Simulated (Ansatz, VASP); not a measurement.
# NaCl: VASP beside Ansatz

The input INCAR:

```
PREC = Accurate ; ENCUT = 600
EDIFF = 1E-7 ; ISMEAR = -1
SIGMA = 0.1 ; LREAL = False
LASPH = True ; NELM = 80
ALGO = Normal ; ISIF = 3
LWAVE = False ; LCHARG = False
IBRION = 2 ; NSW = 100
EDIFFG = -0.002
```

File KPOINTS:

```
Automatic mesh
0
Gamma
  14 14 14
```

The input POSCAR:

```
NaCl
1.0
    0.0000000000      2.8100000000      2.8100000000
    2.8100000000      0.0000000000      2.8100000000
    2.8100000000      2.8100000000      0.0000000000
Na Cl
1 1
Direct
    0.0000000000      0.0000000000      0.0000000000
    0.5000000000      0.5000000000      0.5000000000
```

Input for Ansatz:

```yaml
crystal:
  lattice:
    - [0.0, 2.81, 2.81]
    - [2.81, 0.0, 2.81]
    - [2.81, 2.81, 0.0]
  atoms:
    - { symbol: Na, position: [0.0, 0.0, 0.0] }
    - { symbol: Cl, position: [0.5, 0.5, 0.5] }
kpoints:
  mp_grid: { grid: [14, 14, 14] }
scf:
  occupations: { method: fermi_dirac, width: 0.1 }
hamiltonian:
  xc: lda
  pseudopotentials: { kind: paw }
relax:
  f_tol: 0.002
  max_steps: 80
  cell: {}
output:
  forces: true
  stress: true
```

Alike in both runs: task relaxation of cell and atoms; functional LDA; k mesh 14 × 14 × 14; occupations fermi-dirac, width 0.1 eV; no spin polarisation.

|  | VASP | Ansatz |
| --- | --- | --- |
| version | VASP 6.6.1 | Ansatz 0.2.0 |
| potentials or method | VASP PAW LDA potentials, release 64 (Na_pv, Cl) | PAW with Ansatz's default frozen-core files, scalar-relativistic |
| plane-wave cutoff (eV) | 600 | 420 |
| valence electrons in the cell | 14 | 16 |

Ansatz gave:

```
relaxed volume (Å³/atom)                                     : 20.40
relaxed cell length with the largest relative difference (Å) : 3.864
```

Q: Estimate VASP's values.

A: Relaxed volume (Å³/atom): 20.41; relaxed cell length with the largest relative difference (Å): 3.865.

LDA's correlation is that of Perdew and Zunger in VASP and of Perdew and Wang (1992) in Ansatz. VASP's potentials hold 14 valence electrons a cell and Ansatz's 16, so a difference there can come from the potentials and not from the codes.
